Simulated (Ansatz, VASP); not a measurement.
**P in VASP and in Ansatz**

File INCAR:

```
SYSTEM = P
ALGO = Normal ; EDIFF = 1E-6
EDIFFG = -0.04 ; ENCUT = 600
GGA = PE ; IBRION = 2
ISIF = 3 ; ISMEAR = 0
LASPH = .True. ; LCHARG = .False.
LREAL = .False. ; LWAVE = .False.
NELM = 100 ; NSW = 90
PREC = Accurate ; SIGMA = 0.1
```

The input KPOINTS:

```
k-points
0
Gamma
  4 4 6
  0 0 0
```

POSCAR

```
P
1.0
    2.3005475900     -4.9065908100      0.0000000000
    2.3005475900      4.9065908100      0.0000000000
    0.0000000000      0.0000000000      3.2698254600
P
6
Direct
    0.1019200500      0.3216338200      0.5000000000
    0.8980799500      0.6783661800      0.5000000000
    0.3216338200      0.1019200500      0.5000000000
    0.6783661800      0.8980799500      0.5000000000
    0.0000000000      0.5000000000      0.0000000000
    0.5000000000      0.0000000000      0.0000000000
```

Input for Ansatz:

```yaml
crystal:
  lattice:
    - [2.30054759, -4.90659081, 0.0]
    - [2.30054759, 4.90659081, 0.0]
    - [0.0, 0.0, 3.26982546]
  atoms:
    - { symbol: P, position: [0.10192005, 0.32163382, 0.5] }
    - { symbol: P, position: [0.89807995, 0.67836618, 0.5] }
    - { symbol: P, position: [0.32163382, 0.10192005, 0.5] }
    - { symbol: P, position: [0.67836618, 0.89807995, 0.5] }
    - { symbol: P, position: [0.0, 0.5, 0.0] }
    - { symbol: P, position: [0.5, 0.0, 0.0] }
basis:
  ecutwfc: 420
kpoints:
  mp_grid: { grid: [4, 4, 6] }
hamiltonian:
  xc: pbe
scf:
  occupations: { method: gaussian, width: 0.1 }
  lower_state_search: "off"
output:
  forces: true
  stress: true
  eigenvalues: true
relax:
  adjacent_minimum: "off"
  f_tol: 0.04
  max_steps: 70
  cell: { stress_tol: 0.4 }
```

Alike in both runs: task relaxation of cell and atoms; functional PBE; k mesh 4 × 4 × 6; occupations gaussian, width 0.1 eV; no spin polarisation.

|  | VASP | Ansatz |
| --- | --- | --- |
| version | VASP 6.6.1 | Ansatz 0.2.0 |
| potentials or method | VASP PAW PBE potentials, release 64 (P), cutoff 600 eV | scalar-relativistic, plane waves, PAW |
| valence electrons in the cell | 30 | 30 |

Ansatz gave:

| Property | Result |
| --- | --- |
| gap on the k mesh at the Fermi level, each at its own relaxed structure (eV) | none |
| relaxed volume (Å³/atom) | 15.98 |
| relaxed cell length with the largest relative difference (Å) | 6.079 |

Task: Which values does VASP return?

Result: gap on the k mesh at the Fermi level, each at its own relaxed structure (eV): none; relaxed volume (Å³/atom): 15.94; relaxed cell length with the largest relative difference (Å): 6.067.

A gap of «none» marks a metal or a gap that the smearing closes.

The k mesh is coarse, so the values compare programs but aren't converged. Noted on VASP's run: the volume moved by over 15 % at a fixed basis, so the end points are rough.
